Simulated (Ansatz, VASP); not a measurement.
## Ti: VASP beside Ansatz

```xyz
1
Lattice="-1.6082 1.6082 1.6410 1.6082 -1.6082 1.6410 1.6082 1.6082 -1.6410" Properties=species:S:1:pos:R:3 pbc="T T T"
Ti    0.0000    0.0000    0.0000
```

Change from the starting cell: equal xx and yy strain of -2 %, PAW files.

Alike in both runs: task electric field gradients; functional PBEsol; k mesh 14 × 14 × 14; occupations fermi-dirac, width 0.05 eV; no spin polarisation.

```csv
,VASP,Ansatz
version,VASP 6.6.1,Ansatz 0.2.0
potentials or method,"VASP PAW PBE potentials, release 64 (Ti_sv)","PAW with Ansatz's default frozen-core files, scalar-relativistic"
plane-wave cutoff (eV),400,420
valence electrons in the cell,12,12
```

```tsv
	VASP	Ansatz	Ansatz less VASP
pressure (GPa)	-3.7	-2.8	+0.90
traceless stress, the component that is largest in VASP (GPa)	0.29	0.29	0.000
size of Vzz on the site where it differs most (V/Å²)	0.4	0.4	-0.01
```

VASP's potentials were made for PBE, not for PBEsol.
